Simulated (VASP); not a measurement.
# C (R-3m) in VASP: further runs

The runs below take C through relaxation of the atoms, with PBEsol.

Everything below comes from runs of VASP 6.6.1. Logs are shortened: lines on timing, memory, paths and dates and some standing lists are left out, and cuts for length are marked.

### 1 The cell of the first run

It takes space group R-3m (No. 166, trigonal). Conventional cell: a = 2.475 Å, b = 2.475 Å, c = 6.026 Å, α = 90.00°, β = 90.00°, γ = 120.00°. Within 2.0 Å of C (site symmetry 3m) lie 4 C at 1.50 to 1.52 Å.

### 2 Relaxation of the atoms, PBEsol (strained cell)

Contents of INCAR:

```
SYSTEM = C
PREC = Accurate
ENCUT = 520
EDIFF = 1E-7
ISMEAR = 0
SIGMA = 0.02
LREAL = .False.
LASPH = .True.
NELM = 120
ALGO = Normal
ISIF = 2
LWAVE = .False.
LCHARG = .False.
GGA = PS
IBRION = 2
NSW = 60
EDIFFG = -0.002
GGA_COMPAT = .False.
NELMIN = 4
```

Contents of KPOINTS:

```
Automatic mesh
0
Gamma
  9 9 9
  0 0 0
```

Contents of POSCAR:

```
C
1.0
   -0.0071073303      1.7430727498      1.7430727498
    1.7430727498     -0.0071073303      1.7430727498
    1.7430727498      1.7430727498     -0.0071073303
C
2
Direct
    0.0002275318      0.0002275318      0.0002275318
    0.2497724682      0.2497724682      0.2497724682
```

Potentials or basis: VASP PAW PBE potentials, release 64 (C).

Launch:

```
$ cat potpaw_PBE.64/C/POTCAR > POTCAR
$ mpirun -np 1 vasp_std > vasp.out
```

OUTCAR:

```text
SYSTEM = C
   PREC = Accurate
   ENCUT = 520
   EDIFF = 1E-7
   ISMEAR = 0
   LREAL = .False.
   LASPH = .True.
   NELM = 120
   ISIF = 2
   GGA = PS
   IBRION = 2
   NSW = 60
   EDIFFG = -0.002
   NELMIN = 4

 ion  position               nearest neighbor table
   1  0.000  0.000  0.000-   2 1.50   2 1.52   2 1.52   2 1.52
   2  0.250  0.250  0.250-   1 1.50   1 1.52   1 1.52   1 1.52

  LATTYP: Found a trigonal (rhomboedric) cell.
 ALAT       =     2.4650873689
 COS(alpha) =     0.4959184055

  Lattice vectors:

 A1 = (  -0.0071073303,   1.7430727498,   1.7430727498)
 A2 = (   1.7430727498,  -0.0071073303,   1.7430727498)
 A3 = (   1.7430727498,   1.7430727498,  -0.0071073303)

Analysis of symmetry for initial positions (statically):
=====================================================================
 Subroutine PRICEL returns:
 Original cell was already a primitive cell.

 Routine SETGRP: Setting up the symmetry group for a
 trigonal (rhombohedral) supercell.

 Subroutine GETGRP returns: Found 12 space group operations
 (whereof  6 operations were pure point group operations)
 out of a pool of 12 trial point group operations.

The static configuration has the point symmetry C_3v.
 The point group associated with its full space group is D_3d.

Analysis of symmetry for dynamics (positions and initial velocities):
=====================================================================
 Subroutine PRICEL returns:
 Original cell was already a primitive cell.

 Routine SETGRP: Setting up the symmetry group for a
 trigonal (rhombohedral) supercell.

 Subroutine GETGRP returns: Found 12 space group operations
 (whereof  6 operations were pure point group operations)
 out of a pool of 12 trial point group operations.

The dynamic configuration has the point symmetry C_3v.
 The point group associated with its full space group is D_3d.

 Subroutine INISYM returns: Found 12 space group operations
 (whereof  6 operations are pure point group operations),
 and found     1 'primitive' translations

----------------------------------------------------------------------------------------

                                     Primitive cell

  volume of cell :      10.6567

  direct lattice vectors                    reciprocal lattice vectors
    -0.007107330  1.743072750  1.743072750    -0.285101262  0.286268514  0.286268514
     1.743072750 -0.007107330  1.743072750     0.286268514 -0.285101262  0.286268514
     1.743072750  1.743072750 -0.007107330     0.286268514  0.286268514 -0.285101262

  length of vectors
     2.465087369  2.465087369  2.465087369     0.495158615  0.495158615  0.495158615

  position of ions in fractional coordinates (direct lattice)
     0.000227532  0.000227532  0.000227532
     0.249772468  0.249772468  0.249772468

  ion indices of the primitive-cell ions
   primitive index   ion index
                 1           1
                 2           2

----------------------------------------------------------------------------------------

 KPOINTS: Automatic mesh

Automatic generation of k-mesh.
 Grid dimensions read from file:
 generate k-points for:    9    9    9

 Generating k-lattice:

  Cartesian coordinates                     Fractional coordinates (reciprocal lattice)
    -0.031677918  0.031807613  0.031807613     0.111111111  0.000000000  0.000000000
     0.031807613 -0.031677918  0.031807613     0.000000000  0.111111111  0.000000000
     0.031807613  0.031807613 -0.031677918     0.000000000  0.000000000  0.111111111

  Length of vectors
     0.055017624  0.055017624  0.055017624

  Shift w.r.t. Gamma in fractional coordinates (k-lattice)
     0.000000000  0.000000000  0.000000000

 Subroutine IBZKPT returns following result:
 ===========================================

 Found     85 irreducible k-points:

 Following reciprocal coordinates:
            Coordinates               Weight
  0.000000  0.000000  0.000000      1.000000
  0.111111 -0.000000 -0.000000      6.000000
  0.222222  0.000000  0.000000      6.000000
  0.333333  0.000000 -0.000000      6.000000
  0.444444  0.000000  0.000000      6.000000
  0.111111  0.111111 -0.000000      6.000000
[... 16 lines left out ...]
 -0.333333  0.333333  0.000000      6.000000
  0.444444  0.444444 -0.000000      6.000000
 [... further k-points ...]
   k-points           NKPTS =     85   k-points in BZ     NKDIM =     85   number of bands    NBANDS=      8
   number of dos      NEDOS =    301   number of ions     NIONS =      2
   total plane-waves  NPLWV =   5832
   dimension x,y,z NGX =    18 NGY =   18 NGZ =   18
   dimension x,y,z NGXF=    36 NGYF=   36 NGZF=   36
   ions per type =               2
   NGX,Y,Z   is equivalent  to a cutoff of  12.14, 12.14, 12.14 a.u.
   NGXF,Y,Z  is equivalent  to a cutoff of  24.28, 24.28, 24.28 a.u.
 SYSTEM =  C
   PREC   = accura    normal or accurate (medium, high low for compatibility)
   ISTART =      0    job   : 0-new  1-cont  2-samecut
   ICHARG =      2    charge: 1-file 2-atom 10-const
   ISPIN  =      1    spin polarized calculation?
   LNONCOLLINEAR =      F non collinear calculations
   LSORBIT =      F    spin-orbit coupling
   LASPH  =      T    aspherical Exc in radial PAW
   ENCUT  =  520.0 eV  38.22 Ry    6.18 a.u.   4.58  4.58  4.58*2*pi/ulx,y,z
   NELM   =    120;   NELMIN=  4; NELMDL= -5     # of ELM steps
   EDIFF  = 0.1E-06   stopping-criterion for ELM
   LREAL  =      F    real-space projection
   EDIFFG = -.2E-02   stopping-criterion for IOM
   NSW    =     60    number of steps for IOM
   IBRION =      2    ionic relax: 0-MD 1-quasi-New 2-CG
   NFREE  =      1    steps in history (QN), initial steepest desc. (CG)
   ISIF   =      2    stress and relaxation
   ISYM   =      2    0-nonsym 1-usesym 2-fastsym
   POTIM  = 0.5000    time-step for ionic-motion
   TEBEG  =    0.0;   TEEND  =   0.0 temperature during run
   PSTRESS=    0.0 pullay stress
   NELECT =       8.0000    total number of electrons
   NUPDOWN=      -1.0000    fix difference up-down
   EMIN   =  10.00;   EMAX   =-10.00  energy-range for DOS
   EFERMI =   0.00;   METHOD = LEGACY
   ISMEAR =     0;   SIGMA  =   0.02  broadening in eV -4-tet -1-fermi 0-gaus
   EFERMI_NEDOS =   21; number of points for ismear=-14 and -15
   IALGO  =     38    algorithm
   IMIX   =      4    mixing-type and parameters
     AMIX     =   0.40;   BMIX     =  1.00
     AMIX_MAG =   1.60;   BMIX_MAG =  1.00
  volume/ion in A,a.u.               =       5.33        35.96
  Fermi-wavevector in a.u.,A,eV,Ry     =   1.487864  2.811655 30.119756  2.213740
  Thomas-Fermi vector in A             =   2.600971
   LORBIT       =      0    0 simple, 1 ext, 2 COOP (PROOUT), +10 PAW based schemes
   GGA     = PS    functional components
   LHFCALC =     F    Hartree Fock is set to
   AEXX    =    0.0000 exact exchange contribution
   IVDW    =     0    specifies the selected vdW correction
   LEPSILON=     F    determine dielectric tensor
   LRPA    =     F    only Hartree local field effects (RPA)
 conjugate gradient relaxation of ions
 non-spin polarized calculation
 Gauss-broadening in eV      SIGMA  =   0.02
  energy-cutoff  :      520.00
  volume of cell :       10.66
 maximum number of plane-waves:       299
   NGX =  9   NGY =  9   NGZ =  9

--------------------------------------- Ionic step        1  -------------------------------------------

 number of electron       8.0000001 magnetization

 Free energy of the ion-electron system (eV)
  ---------------------------------------------------
  ext. energy  EPLUGINS =         0.00000000
  ---------------------------------------------------
  free energy    TOTEN  =       -19.19979690 eV

  energy without entropy =      -19.19979690  energy(sigma->0) =      -19.19979690

------------------------ aborting loop because EDIFF is reached ----------------------------------------

  FORCE on cell =-STRESS in cart. coord.  units (eV):
  Direction    XX          YY          ZZ          XY          YZ          ZX
  --------------------------------------------------------------------------------------
  -------------------------------------------------------------------------------------
  Total        1.7898232      1.7898232      1.7898232      0.1926273      0.1926273      0.1926273
  in kB      269.0890577    269.0890577    269.0890577     28.9603530     28.9603530     28.9603530
  external PRESSURE =     269.0890577 kB  Pullay stress =       0.0000000 kB
[... 57 lines left out ...]
  energy  without entropy=      -19.1968626742  energy(sigma->0) =      -19.19686267

--------------------------------------- Ionic step        3  -------------------------------------------

 number of electron       8.0000001 magnetization

 Free energy of the ion-electron system (eV)
  ---------------------------------------------------
  ext. energy  EPLUGINS =         0.00000000
  ---------------------------------------------------
  free energy    TOTEN  =       -19.20013626 eV

  energy without entropy =      -19.20013626  energy(sigma->0) =      -19.20013626

 E-fermi :  10.8357     XC(G=0): -13.7434

 val. band max:       10.6598927246   @ k =   0.0000   0.0000   0.0000
 cond. band min:      14.8151806909   @ k =   0.3333   0.3333   0.0000
 fundamental gap:      4.1552879663
 Fermi energy:        10.8357086244

 k-point     1 :       0.0000    0.0000    0.0000
  band No.  band energies     occupation
      1     -11.7460      2.00000
      2      10.6209      2.00000
      3      10.6209      2.00000
      4      10.6599      2.00000
      5      16.2903      0.00000
      6      16.2903      0.00000
      7      16.4553      0.00000
      8      25.4574      0.00000
[... 243 lines left out ...]
 k-point    24 :       0.4444    0.4444   -0.0000
  band No.  band energies     occupation
      1      -4.4076      2.00000
      2      -0.6734      2.00000
      3       3.9784      2.00000
      4       4.0745      2.00000
      5      14.9526      0.00000
      6      16.0518      0.00000
      7      27.9729      0.00000
      8      27.9943      0.00000

 [... further k-points ...]

------------------------ aborting loop because EDIFF is reached ----------------------------------------

  FORCE on cell =-STRESS in cart. coord.  units (eV):
  Direction    XX          YY          ZZ          XY          YZ          ZX
  --------------------------------------------------------------------------------------
  -------------------------------------------------------------------------------------
  Total        1.7880294      1.7880294      1.7880294      0.1744767      0.1744767      0.1744767
  in kB      268.8193837    268.8193837    268.8193837     26.2315137     26.2315137     26.2315137
  external PRESSURE =     268.8193837 kB  Pullay stress =       0.0000000 kB
[... 17 lines left out ...]
  FREE ENERGIE OF THE ION-ELECTRON SYSTEM (eV)
  ---------------------------------------------------
  free  energy   TOTEN  =       -19.2001362552 eV

  energy  without entropy=      -19.2001362552  energy(sigma->0) =      -19.20013626

 reached required accuracy - stopping structural energy minimisation
```

Run time: 19 s. Hardware: 1 thread of AMD EPYC 7R43 (Zen 3), shared host; peak memory 0.08 GiB.

Results:

| Property | Result |
| --- | --- |
| Free energy | -19.2001 eV |
| Energy gained by relaxing | 0.2 meV/atom |
| Ionic steps | 3 |
| Pressure after relaxing | 26.9 GPa |
| Band gap on the k mesh | 4.16 eV, indirect (least direct gap 5.63 eV) |

Step by step:
| step | energy change (eV) | largest force (eV/Å) | pressure (GPa) |
| --- | --- | --- | --- |
| 1 | 0.0000 | 0.1709 | 26.91 |
| 2 | 0.0029 | 0.5191 | 26.88 |
| 3 | -0.0003 | 0.0001 | 26.88 |

Final structure:
```
CELL_PARAMETERS angstrom
-0.00711 1.74307 1.74307
1.74307 -0.00711 1.74307
1.74307 1.74307 -0.00711
ATOMIC_POSITIONS crystal
C 0.99990 0.99990 0.99990
C 0.25010 0.25010 0.25010
```

Caveat: the cell differs from its parent crystal (strained cell); the PAW data sets were made with another functional, which shifts forces and pressure a little. A k mesh can miss the band edges.

### 3 Relaxation of the atoms, PBEsol (strained cell)

Contents of INCAR:

```
PREC     = Accurate       # precision mode
ENCUT    = 520            # plane-wave cutoff, eV
EDIFF    = 1E-7           # SCF threshold, eV
ISMEAR   = 0              # smearing method
SIGMA    = 0.02           # smearing width, eV
LREAL    = F              # projectors in reciprocal space
LASPH    = T              # aspherical terms in the spheres
NELM     = 120            # most SCF steps
ALGO     = Normal         # electronic algorithm
ISIF     = 2              # what is computed and relaxed
LWAVE    = F              # write WAVECAR
LCHARG   = F              # write CHGCAR
GGA      = PS             # functional
IBRION   = 2              # ionic algorithm
NSW      = 60             # ionic steps
EDIFFG   = -0.002         # ionic threshold
GGA_COMPAT= F            
NELMIN   = 4
```

Contents of KPOINTS:

```
Automatic mesh
0
Gamma
  9 9 9
```

Contents of POSCAR:

```
C
1.0
    0.0204355626      1.7706156426      1.7706156426
    1.7706156426      0.0204355626      1.7706156426
    1.7706156426      1.7706156426      0.0204355626
C
2
Direct
   -0.0000970539     -0.0000970539     -0.0000970539
    0.2500970539      0.2500970539      0.2500970539
```

Potentials or basis: VASP PAW PBE potentials, release 64 (C).

Launch:

```
$ cat potpaw_PBE.64/C/POTCAR > POTCAR
$ mpirun -np 1 vasp_std > vasp.out
```

Wall time 19 s (1 thread of AMD EPYC 7R43 (Zen 3), shared host); peak memory 0.08 GiB.

It converged, with:

```yaml
Free_energy: -19.2257 eV
Energy_gained_by_relaxing: 0.1 meV/atom
Ionic_steps: 3
Pressure_after_relaxing: 14.7 GPa
Band_gap_on_the_k_mesh: 4.09 eV, indirect (least direct gap 5.27 eV)
```

Stress tensor (GPa, compression positive):
```
14.70 -7.06 -7.06
-7.06 14.70 -7.06
-7.06 -7.06 14.70
```

The path:
| step | energy change (eV) | largest force (eV/Å) | pressure (GPa) |
| --- | --- | --- | --- |
| 1 | 0.0000 | 0.1418 | 14.76 |
| 2 | 0.0017 | 0.3891 | 14.59 |
| 3 | -0.0003 | 0.0000 | 14.70 |

Final structure:
```yaml
crystal:
  lattice:
    - [0.02044, 1.77062, 1.77062]
    - [1.77062, 0.02044, 1.77062]
    - [1.77062, 1.77062, 0.02044]
  atoms:
    - { symbol: C, position: [0.00020, 0.00020, 0.00020] }
    - { symbol: C, position: [0.24980, 0.24980, 0.24980] }
```

Levels at points of the mesh, in eV from the valence-band top:
```
           k point  band 1  band 2  band 3  band 4  band 5  band 6  band 7  band 8
(0.00, 0.00, 0.00)  -22.08   -0.09    0.00    0.00    5.27    5.78    5.78   14.26
```

Caveat: the cell differs from its parent crystal (strained cell); the PAW data sets were made with another functional, which shifts forces and pressure a little. A k mesh can miss the band edges.

### 4 Relaxation of the atoms, PBEsol (strained cell)

Contents of INCAR:

```
PREC = Accurate ; ENCUT = 520
EDIFF = 1E-7 ; ISMEAR = 0
SIGMA = 0.02 ; LREAL = False
LASPH = True ; NELM = 120
ALGO = Normal ; ISIF = 2
LWAVE = False ; LCHARG = False
GGA = PS ; IBRION = 2
NSW = 60 ; EDIFFG = -0.002
GGA_COMPAT = False ; NELMIN = 4
```

Contents of KPOINTS:

```
regular mesh
0
Gamma
  9 9 9
```

Contents of POSCAR:

```
C
1.0
    0.0198711083      1.7700511884      1.7700511884
    1.7700511884      0.0198711083      1.7700511884
    1.7700511884      1.7700511884      0.0198711083
C
2
Direct
    0.0001916485      0.0001916485      0.0001916485
    0.2498083515      0.2498083515      0.2498083515
```

Launch:

```
$ cat potpaw_PBE.64/C/POTCAR > POTCAR
$ mpirun -np 1 vasp_std > vasp.out
```

Wall time 17 s (1 thread of AMD EPYC 7R43 (Zen 3), shared host); peak memory 0.08 GiB.

It converged, with:

```
Free energy               : -19.2257 eV
Energy gained by relaxing : 0.0 meV/atom
Ionic steps               : 3
Pressure after relaxing   : 14.9 GPa
Band gap on the k mesh    : 4.09 eV, indirect (least direct gap 5.29 eV)
```

Stress tensor (GPa, compression positive):
```
14.93 -6.88 -6.88
-6.88 14.93 -6.88
-6.88 -6.88 14.93
```

Final structure:
```cif
data_structure
_symmetry_space_group_name_H-M 'P 1'
_symmetry_Int_Tables_number 1
_cell_length_a 2.5033
_cell_length_b 2.5033
_cell_length_c 2.5033
_cell_angle_alpha 59.257
_cell_angle_beta 59.257
_cell_angle_gamma 59.257
_cell_volume 10.90
loop_
_atom_site_label
_atom_site_type_symbol
_atom_site_fract_x
_atom_site_fract_y
_atom_site_fract_z
_atom_site_occupancy
C1 C 0.00020 0.00020 0.00020 1
C2 C 0.24980 0.24980 0.24980 1
```

Levels at points of the mesh, in eV from the valence-band top:
```
           k point  band 2  band 3  band 4  band 5  band 6  band 7
(0.00, 0.00, 0.00)   -0.09    0.00    0.00    5.29    5.78    5.78
```

Caveat: the cell differs from its parent crystal (strained cell); the PAW data sets were made with another functional, which shifts forces and pressure a little. A k mesh can miss the band edges.

### 5 The runs side by side

```csv
cell,gap on the mesh (eV),pressure (GPa)
"atoms relaxed from a = 2.465 Å, angles 60.3°, 2 atoms",4.16,26.9
"atoms relaxed from a = 2.504 Å, angles 59.2°, 2 atoms",4.09,14.7
"atoms relaxed from a = 2.503 Å, angles 59.3°, 2 atoms",4.09,14.9
```

Alike in all rows: task relaxation of the atoms; level PBEsol; potentials or basis VASP PAW PBE potentials, release 64 (C); no spin polarisation; k mesh 9 × 9 × 9; cutoff (eV) 520; smearing gaussian 0.02 eV.

Caveats: the PAW data sets were made with another functional, which shifts forces and pressure a little.

Absolute energies hang on the potentials; compare differences alone.
